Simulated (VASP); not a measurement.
# ZrC (Fm-3m) in VASP: further runs

Runs on ZrC. Level: PBEsol. Tasks: single point.

Program: VASP 6.6.1. These are calculated values, not measurements. Logs are shortened: lines on timing, memory, paths and dates and some standing lists are left out, and cuts for length are marked.

### Step 1. The cell of the first run

Symmetry: Fm-3m, No. 225, cubic system. The conventional cell has a = 4.669 Å, b = 4.669 Å, c = 4.669 Å, α = 90.00°, β = 90.00°, γ = 90.00°. Within 3.1 Å of Zr (site symmetry m-3m) lie 6 C at 2.33 Å. Within 3.1 Å of C (site symmetry m-3m) lie 6 Zr at 2.33 Å.

### Step 2. Single point, PBEsol

INCAR reads:

```
PREC = Accurate
ENCUT = 520
EDIFF = 1E-6
ISMEAR = 0
SIGMA = 0.1
LREAL = F
LASPH = T
NELM = 100
ALGO = Normal
ISIF = 2
LWAVE = F
LCHARG = F
GGA = PS
NBANDS = 15
```

KPOINTS reads:

```
Automatic mesh
0
Gamma
  16 16 16
```

POSCAR reads:

```
ZrC
1.0
    0.0000000000      2.3345629488      2.3345629488
    2.3345629488      0.0000000000      2.3345629488
    2.3345629488      2.3345629488      0.0000000000
Zr C
1 1
Direct
    0.5000000000      0.5000000000      0.5000000000
    0.0000000000      0.0000000000      0.0000000000
```

Potentials or basis: VASP PAW PBE potentials, release 64 (Zr_sv, C).

Started as:

```bash
$ cat potpaw_PBE.64/Zr_sv/POTCAR potpaw_PBE.64/C/POTCAR > POTCAR
$ mpirun -np 1 vasp_std > vasp.out
```

OUTCAR:

```text
PREC = Accurate
   ENCUT = 520
   EDIFF = 1E-6
   ISMEAR = 0
   LREAL = F
   LASPH = T
   NELM = 100
   ISIF = 2
   GGA = PS

 ion  position               nearest neighbor table
   1  0.500  0.500  0.500-   2 2.33   2 2.33   2 2.33   2 2.33   2 2.33   2 2.33
   2  0.000  0.000  0.000-   1 2.33   1 2.33   1 2.33   1 2.33   1 2.33   1 2.33

  LATTYP: Found a face centered cubic cell.
 ALAT       =     4.6691258976

  Lattice vectors:

 A1 = (   0.0000000000,   2.3345629488,   2.3345629488)
 A2 = (   2.3345629488,   0.0000000000,   2.3345629488)
 A3 = (   2.3345629488,   2.3345629488,   0.0000000000)

Analysis of symmetry for initial positions (statically):
=====================================================================
 Subroutine PRICEL returns:
 Original cell was already a primitive cell.

 Routine SETGRP: Setting up the symmetry group for a
 face centered cubic supercell.

 Subroutine GETGRP returns: Found 48 space group operations
 (whereof 48 operations were pure point group operations)
 out of a pool of 48 trial point group operations.

The static configuration has the point symmetry O_h .

Analysis of symmetry for dynamics (positions and initial velocities):
=====================================================================
 Subroutine PRICEL returns:
 Original cell was already a primitive cell.

 Routine SETGRP: Setting up the symmetry group for a
 face centered cubic supercell.

 Subroutine GETGRP returns: Found 48 space group operations
 (whereof 48 operations were pure point group operations)
 out of a pool of 48 trial point group operations.

The dynamic configuration has the point symmetry O_h .

 Subroutine INISYM returns: Found 48 space group operations
 (whereof 48 operations are pure point group operations),
 and found     1 'primitive' translations

----------------------------------------------------------------------------------------

                                     Primitive cell

  volume of cell :      25.4476

  direct lattice vectors                    reciprocal lattice vectors
     0.000000000  2.334562949  2.334562949    -0.214172850  0.214172850  0.214172850
     2.334562949  0.000000000  2.334562949     0.214172850 -0.214172850  0.214172850
     2.334562949  2.334562949  0.000000000     0.214172850  0.214172850 -0.214172850

  length of vectors
     3.301570584  3.301570584  3.301570584     0.370958258  0.370958258  0.370958258

  position of ions in fractional coordinates (direct lattice)
     0.500000000  0.500000000  0.500000000
     0.000000000  0.000000000  0.000000000

  ion indices of the primitive-cell ions
   primitive index   ion index
                 1           1
                 2           2

----------------------------------------------------------------------------------------

 KPOINTS: Automatic mesh

Automatic generation of k-mesh.
 Grid dimensions read from file:
 generate k-points for:   16   16   16

 Generating k-lattice:

  Cartesian coordinates                     Fractional coordinates (reciprocal lattice)
    -0.013385803  0.013385803  0.013385803     0.062500000  0.000000000  0.000000000
     0.013385803 -0.013385803  0.013385803     0.000000000  0.062500000  0.000000000
     0.013385803  0.013385803 -0.013385803     0.000000000  0.000000000  0.062500000

  Length of vectors
     0.023184891  0.023184891  0.023184891

  Shift w.r.t. Gamma in fractional coordinates (k-lattice)
     0.000000000  0.000000000  0.000000000

 Subroutine IBZKPT returns following result:
 ===========================================

 Found    145 irreducible k-points:

 Following reciprocal coordinates:
            Coordinates               Weight
  0.000000  0.000000  0.000000      1.000000
  0.062500  0.000000  0.000000      8.000000
  0.125000  0.000000  0.000000      8.000000
  0.187500  0.000000  0.000000      8.000000
  0.250000  0.000000  0.000000      8.000000
  0.312500  0.000000  0.000000      8.000000
[... 16 lines left out ...]
 -0.125000  0.062500  0.000000     24.000000
 -0.062500  0.062500  0.000000     12.000000
 [... further k-points ...]
   k-points           NKPTS =    145   k-points in BZ     NKDIM =    145   number of bands    NBANDS=     15
   number of dos      NEDOS =    301   number of ions     NIONS =      2
   total plane-waves  NPLWV =  21952
   dimension x,y,z NGX =    28 NGY =   28 NGZ =   28
   dimension x,y,z NGXF=    56 NGYF=   56 NGZF=   56
   ions per type =               1   1
   NGX,Y,Z   is equivalent  to a cutoff of  14.10, 14.10, 14.10 a.u.
   NGXF,Y,Z  is equivalent  to a cutoff of  28.20, 28.20, 28.20 a.u.
 SYSTEM =  unknown system
   PREC   = accura    normal or accurate (medium, high low for compatibility)
   ISTART =      0    job   : 0-new  1-cont  2-samecut
   ICHARG =      2    charge: 1-file 2-atom 10-const
   ISPIN  =      1    spin polarized calculation?
   LNONCOLLINEAR =      F non collinear calculations
   LSORBIT =      F    spin-orbit coupling
   LASPH  =      T    aspherical Exc in radial PAW
   ENCUT  =  520.0 eV  38.22 Ry    6.18 a.u.   6.14  6.14  6.14*2*pi/ulx,y,z
   NELM   =    100;   NELMIN=  2; NELMDL= -5     # of ELM steps
   EDIFF  = 0.1E-05   stopping-criterion for ELM
   LREAL  =      F    real-space projection
   EDIFFG = 0.1E-04   stopping-criterion for IOM
   NSW    =      0    number of steps for IOM
   IBRION =     -1    ionic relax: 0-MD 1-quasi-New 2-CG
   NFREE  =      0    steps in history (QN), initial steepest desc. (CG)
   ISIF   =      2    stress and relaxation
   ISYM   =      2    0-nonsym 1-usesym 2-fastsym
   POTIM  = 0.5000    time-step for ionic-motion
   TEBEG  =    0.0;   TEEND  =   0.0 temperature during run
   PSTRESS=    0.0 pullay stress
   NELECT =      16.0000    total number of electrons
   NUPDOWN=      -1.0000    fix difference up-down
   EMIN   =  10.00;   EMAX   =-10.00  energy-range for DOS
   EFERMI =   0.00;   METHOD = LEGACY
   ISMEAR =     0;   SIGMA  =   0.10  broadening in eV -4-tet -1-fermi 0-gaus
   EFERMI_NEDOS =   21; number of points for ismear=-14 and -15
   IALGO  =     38    algorithm
   IMIX   =      4    mixing-type and parameters
     AMIX     =   0.40;   BMIX     =  1.00
     AMIX_MAG =   1.60;   BMIX_MAG =  1.00
  volume/ion in A,a.u.               =      12.72        85.86
  Fermi-wavevector in a.u.,A,eV,Ry     =   1.402488  2.650319 26.762297  1.966973
  Thomas-Fermi vector in A             =   2.525245
   LORBIT       =      0    0 simple, 1 ext, 2 COOP (PROOUT), +10 PAW based schemes
   GGA     = PS    functional components
   LHFCALC =     F    Hartree Fock is set to
   AEXX    =    0.0000 exact exchange contribution
   IVDW    =     0    specifies the selected vdW correction
   LEPSILON=     F    determine dielectric tensor
   LRPA    =     F    only Hartree local field effects (RPA)
 non-spin polarized calculation
 Gauss-broadening in eV      SIGMA  =   0.10
  energy-cutoff  :      520.00
  volume of cell :       25.45
 maximum number of plane-waves:       701
 NGX is ok and might be reduce to    28
   NGX = 13   NGY = 13   NGZ = 13

 number of electron      16.0000000 magnetization

 Free energy of the ion-electron system (eV)
  ---------------------------------------------------
  ext. energy  EPLUGINS =         0.00000000
  ---------------------------------------------------
  free energy    TOTEN  =       -20.57345036 eV

  energy without entropy =      -20.57170432  energy(sigma->0) =      -20.57257734

 E-fermi :   9.7085     XC(G=0): -12.3789

 val. band max:        9.6827868251   @ k =   0.3750   0.3125   0.0000
 cond. band min:       9.7489956804   @ k =   0.4375   0.4375   0.0000
 fundamental gap:      0.0662088554
 Fermi energy:         9.7085350464

 k-point     1 :       0.0000    0.0000    0.0000
  band No.  band energies     occupation
      1     -38.1721      2.00000
      2     -15.8993      2.00000
      3     -15.8993      2.00000
      4     -15.8993      2.00000
      5      -1.6268      2.00000
      6      10.6812      0.00000
      7      10.6812      0.00000
      8      10.6812      0.00000
      9      10.7881      0.00000
     10      10.7881      0.00000
     11      10.7881      0.00000
     12      12.5883      0.00000
     13      12.5883      0.00000
     14      17.2486      0.00000
     15      20.1443      0.00000

 k-point     2 :       0.0625    0.0000    0.0000
  band No.  band energies     occupation
      1     -38.1678      2.00000
      2     -15.9379      2.00000
      3     -15.9026      2.00000
      4     -15.9026      2.00000
      5      -1.5333      2.00000
      6       9.9029      0.00598
      7      10.1148      0.00000
      8      10.1148      0.00000
      9      11.0156      0.00000
     10      11.0156      0.00000
     11      11.3606      0.00000
     12      13.1176      0.00000
     13      13.1176      0.00000
     14      17.4416      0.00000
     15      20.3993      0.00000

 k-point     3 :       0.1250    0.0000    0.0000
  band No.  band energies     occupation
      1     -38.1557      2.00000
      2     -16.0465      2.00000
      3     -15.9120      2.00000
      4     -15.9120      2.00000
      5      -1.2631      2.00000
      6       8.9385      2.00000
      7       9.3181      2.00000
      8       9.3181      2.00000
      9      11.3100      0.00000
     10      11.3100      0.00000
     11      11.7953      0.00000
     12      14.1814      0.00000
     13      14.1814      0.00000
     14      17.9431      0.00000
     15      21.1032      0.00000

 k-point     4 :       0.1875    0.0000    0.0000
  band No.  band energies     occupation
      1     -38.1374      2.00000
      2     -16.2048      2.00000
      3     -15.9260      2.00000
      4     -15.9260      2.00000
      5      -0.8432      2.00000
      6       7.9265      2.00000
      7       8.5623      2.00000
      8       8.5623      2.00000
      9      11.7451      0.00000
     10      11.7451      0.00000
     11      12.1477      0.00000
     12      15.4032      0.00000
     13      15.4032      0.00000
     14      18.5560      0.00000
     15      22.0626      0.00000
[... 307 lines left out ...]
 k-point    22 :      -0.1875    0.0625    0.0000
  band No.  band energies     occupation
      1     -38.1274      2.00000
      2     -16.2702      2.00000
      3     -15.9684      2.00000
      4     -15.9186      2.00000
      5      -0.6196      2.00000
      6       7.4560      2.00000
      7       8.1149      2.00000
      8       8.4682      2.00000
      9      11.6348      0.00000
     10      12.1463      0.00000
     11      12.6850      0.00000
     12      15.1072      0.00000
     13      16.5366      0.00000
     14      18.8947      0.00000
     15      22.5315      0.00000

 k-point    23 :      -0.1250    0.0625    0.0000
  band No.  band energies     occupation
      1     -38.1467      2.00000
      2     -16.1091      2.00000
      3     -15.9466      2.00000
      4     -15.9066      2.00000
      5      -1.0674      2.00000
      6       8.4119      2.00000
      7       8.7878      2.00000
      8       9.0836      2.00000
      9      11.1973      0.00000
     10      11.8804      0.00000
     11      12.1610      0.00000
     12      14.0064      0.00000
     13      15.2884      0.00000
     14      18.3180      0.00000
     15      21.5942      0.00000

 k-point    24 :      -0.0625    0.0625    0.0000
  band No.  band energies     occupation
      1     -38.1609      2.00000
      2     -15.9912      2.00000
      3     -15.9235      2.00000
      4     -15.9010      2.00000
      5      -1.3826      2.00000
      6       9.3179      2.00000
      7       9.5346      1.98612
      8       9.6632      1.47899
      9      10.9353      0.00000
     10      11.5866      0.00000
     11      11.6798      0.00000
     12      13.2335      0.00000
     13      14.1106      0.00000
     14      17.7520      0.00000
     15      20.8031      0.00000

 [... further k-points ...]

------------------------ aborting loop because EDIFF is reached ----------------------------------------

  FORCE on cell =-STRESS in cart. coord.  units (eV):
  Direction    XX          YY          ZZ          XY          YZ          ZX
  --------------------------------------------------------------------------------------
  -------------------------------------------------------------------------------------
  Total        0.0526058      0.0526058      0.0526058      0.0000000      0.0000000     -0.0000000
  in kB        3.3120522      3.3120522      3.3120522      0.0000000      0.0000000     -0.0000000
  external PRESSURE =       3.3120522 kB  Pullay stress =       0.0000000 kB

 VOLUME and BASIS-vectors are now :
 -----------------------------------------------------------------------------
  energy-cutoff  :      520.00
  volume of cell :       25.45
      direct lattice vectors                 reciprocal lattice vectors
     0.000000000  2.334562949  2.334562949    -0.214172850  0.214172850  0.214172850
     2.334562949  0.000000000  2.334562949     0.214172850 -0.214172850  0.214172850
     2.334562949  2.334562949  0.000000000     0.214172850  0.214172850 -0.214172850

 POSITION                                       TOTAL-FORCE (eV/Angst)
 -----------------------------------------------------------------------------------
      2.33456      2.33456      2.33456         0.000000      0.000000      0.000000
      0.00000      0.00000      0.00000        -0.000000     -0.000000     -0.000000
 -----------------------------------------------------------------------------------
    total drift:                                0.000000      0.000000      0.000000

  FREE ENERGIE OF THE ION-ELECTRON SYSTEM (eV)
  ---------------------------------------------------
  free  energy   TOTEN  =       -20.5734503556 eV

  energy  without entropy=      -20.5717043224  energy(sigma->0) =      -20.57257734
```

Wall time 67 s (1 thread of AMD EPYC 9R14 (Zen 4), shared host); peak memory 0.16 GiB.

Results:

```yaml
Free_energy: -20.5735 eV
Pressure: 0.3 GPa
Band_gap_on_the_k_mesh: zero (bands 8 and 9 overlap by 1.33 eV)
```

Caveat: the PAW data sets were made with another functional, which shifts forces and pressure a little.

### Step 3. Single point, PBEsol (13.11 Å³/atom)

This run uses another cell than the first one, of 13.11 Å³/atom.

INCAR reads:

```
SYSTEM = ZrC
  PREC = Accurate
  ENCUT = 520
  EDIFF = 1E-7
  ISMEAR = 0
  SIGMA = 0.1
  LREAL = .FALSE.
  LASPH = .TRUE.
  NELM = 100
  ALGO = Normal
  ISIF = 2
  LWAVE = .FALSE.
  LCHARG = .FALSE.
  GGA = PS
  NBANDS = 15
```

KPOINTS reads:

```
Automatic mesh
0
G
  16 16 16
  0 0 0
```

POSCAR reads:

```
ZrC
1.0
    0.0000000000      2.3576789368      2.3576789368
    2.3576789368      0.0000000000      2.3576789368
    2.3576789368      2.3576789368      0.0000000000
Zr C
1 1
Direct
    0.5000000000      0.5000000000      0.5000000000
    0.0000000000      0.0000000000      0.0000000000
```

Potentials or basis: VASP PAW PBE potentials, release 64 (Zr_sv, C).

Started as:

```bash
$ cat potpaw_PBE.64/Zr_sv/POTCAR potpaw_PBE.64/C/POTCAR > POTCAR
$ mpirun -np 1 vasp_std > vasp.out
```

Run time: 72 s. Hardware: 1 thread of AMD EPYC 9R14 (Zen 4), shared host; peak memory 0.17 GiB.

It converged, with:

```
Free energy            : -20.5594 eV
Pressure               : -6.3 GPa
Band gap on the k mesh : zero (bands 8 and 9 overlap by 1.32 eV)
```

Levels at points of the mesh, in eV from the Fermi level:
| k point | band 5 | band 6 | band 7 | band 8 | band 9 | band 10 | band 11 | band 12 |
| --- | --- | --- | --- | --- | --- | --- | --- | --- |
| (0.00, 0.00, 0.00) | -11.23 | 0.97 | 0.97 | 0.97 | 1.07 | 1.07 | 1.07 | 2.79 |
| (0.50, 0.00, 0.00) | -8.15 | -5.28 | -2.89 | -2.89 | 4.47 | 4.47 | 5.29 | 6.45 |
| (0.50, 0.50, 0.00) | -10.04 | -2.06 | -1.77 | 0.08 | 0.08 | 4.43 | 5.63 | 5.63 |

Caveat: the cell stands under tension; the PAW data sets were made with another functional, which shifts forces and pressure a little.

### Step 4. Single point, PBEsol

This run uses another cell than the first one, of 13.23 Å³/atom.

INCAR reads:

```
PREC = Accurate
ENCUT = 520
EDIFF = 1E-6
ISMEAR = 0
SIGMA = 0.1
LREAL = F
LASPH = T
NELM = 100
ALGO = Normal
ISIF = 2
LWAVE = F
LCHARG = T
GGA = PS
LELF = T
LVHAR = T
NBANDS = 15
```

KPOINTS reads:

```
regular mesh
0
Gamma
  16 16 16
```

POSCAR reads:

```
ZrC
1.0
    0.0000000000      2.3650000000      2.3650000000
    2.3650000000      0.0000000000      2.3650000000
    2.3650000000      2.3650000000      0.0000000000
Zr C
1 1
Direct
    0.5000000000      0.5000000000      0.5000000000
    0.0000000000      0.0000000000      0.0000000000
```

Started as:

```bash
$ cat potpaw_PBE.64/Zr_sv/POTCAR potpaw_PBE.64/C/POTCAR > POTCAR
$ mpirun -np 1 vasp_std > vasp.out
```

Run time: 74 s. Hardware: 1 thread of AMD EPYC 9R14 (Zen 4), shared host; peak memory 0.17 GiB.

It converged, with:

* Free energy: -20.5485 eV
* Pressure: -8.2 GPa
* Band gap on the k mesh: zero (bands 8 and 9 overlap by 1.32 eV)

Levels at points of the mesh, in eV from the Fermi level:
```tsv
k point	band 4	band 5	band 6	band 7	band 8	band 9	band 10	band 11	band 12	band 13
(0.00, 0.00, 0.00)	-25.78	-11.20	0.96	0.96	0.96	1.07	1.07	1.07	2.77	2.77
(0.50, 0.00, 0.00)	-25.86	-8.17	-5.25	-2.86	-2.86	4.42	4.42	5.23	6.41	9.98
(0.50, 0.50, 0.00)	-26.05	-10.00	-2.08	-1.74	0.07	0.07	4.38	5.56	5.56	7.83
```

Caveat: the cell stands under tension; the PAW data sets were made with another functional, which shifts forces and pressure a little.

### Step 5. The runs side by side

```tsv
cell	gap on the mesh (eV)	pressure (GPa)
a = 3.302 Å, angles 60.0°, 2 atoms	none	0.3
a = 3.334 Å, angles 60.0°, 2 atoms	none	-6.3
a = 3.345 Å, angles 60.0°, 2 atoms	none	-8.2
```

Alike in all rows: task single point; level PBEsol; potentials or basis VASP PAW PBE potentials, release 64 (Zr_sv, C); no spin polarisation; k mesh 16 × 16 × 16; cutoff (eV) 520; smearing gaussian 0.1 eV.

Caveats: the PAW data sets were made with another functional, which shifts forces and pressure a little; the cell stands under tension (at least some runs).

Total energies depend on the potentials used, so only differences within one code and one set of settings carry meaning.
